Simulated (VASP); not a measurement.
# InSb3: single point with PBEsol+D4

InSb3:

```
CELL_PARAMETERS angstrom
0.00000 3.89316 3.89316
3.89316 0.00000 3.89316
3.89316 3.89316 0.00000
ATOMIC_POSITIONS crystal
In 0.00000 0.00000 0.00000
Sb 0.25000 0.25000 0.25000
Sb 0.75000 0.75000 0.75000
Sb 0.50000 0.50000 0.50000
```

| Property | Result |
| --- | --- |
| Program | VASP 6.6.1 |
| Task | single point |
| Functional | PBEsol |
| Dispersion | D4 |
| Potentials or basis | VASP PAW PBE potentials, release 64 (In_d, Sb) |
| Cutoff | 520 eV |
| k mesh | 4 × 4 × 4 |
| Occupations | fermi-dirac, width 0.05 eV |
| Spin | no spin polarisation |

- Pressure: -8.2 GPa
- Band gap on the k mesh: zero (band 14 reaches 7.97 eV, above the bottom of band 15 at 4.73 eV)
- Dispersion energy per atom: -0.268 eV

Levels at points of the mesh, in eV from the Fermi level:
| k point | band 12 | band 13 | band 14 | band 15 | band 16 | band 17 |
| --- | --- | --- | --- | --- | --- | --- |
| (0.00, 0.00, 0.00) | -2.25 | -2.18 | -2.18 | -2.18 | -0.57 | -0.57 |
| (0.50, 0.00, 0.00) | -2.35 | -2.35 | -0.38 | -0.26 | 1.79 | 1.79 |
| (0.50, 0.50, 0.00) | 0.11 | 0.81 | 0.81 | 0.92 | 1.54 | 1.68 |

Wall time 14 s on 1 thread of Intel(R) Xeon(R) 6975P-C (Granite Rapids), on a shared host, peak memory 0.25 GiB.

Caveat: the PAW data sets were made with another functional, which shifts forces and pressure a little; spin-orbit coupling is left out, which moves the levels of the heavy elements; pairwise dispersion overbinds metals, which lowers pressure and volume.
